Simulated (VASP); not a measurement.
**Na: single point with revPBE**

Na:

```
CELL_PARAMETERS angstrom
-4.67006 4.67898 1.92600
4.67898 -4.67006 1.92600
2.45380 2.45380 -1.90967
ATOMIC_POSITIONS crystal
Na 0.00012 0.99988 0.00000
Na 0.74988 0.25012 0.50000
```

```yaml
Program: VASP 6.6.1
Task: single point
Functional: revPBE
Potentials_or_basis: VASP PAW PBE potentials, release 64 (Na_pv)
Cutoff: 520 eV
k_mesh: 11 × 11 × 11
Occupations: fermi-dirac, width 0.1 eV
Spin: no spin polarisation
```

The pressure is -0.6 GPa and the band gap on the k mesh is zero (bands 7 and 8 overlap by 3.48 eV).

Stress tensor (GPa, compression positive):
```
-0.60  0.04 -0.01
 0.04 -0.60 -0.01
-0.01 -0.01 -0.68
```

Levels at points of the mesh, in eV from the Fermi level:
```
           k point  band 5  band 6  band 7  band 8  band 9  band 10
(0.00, 0.00, 0.00)  -25.09  -25.09   -2.93    0.40    0.65     8.93
```

Run time: 5.3 min on 1 thread of Intel(R) Xeon(R) Platinum 8488C (Sapphire Rapids), on a shared host, peak memory 0.5 GiB.

Caveat: the PAW data sets were made with another functional, which shifts forces and pressure a little.
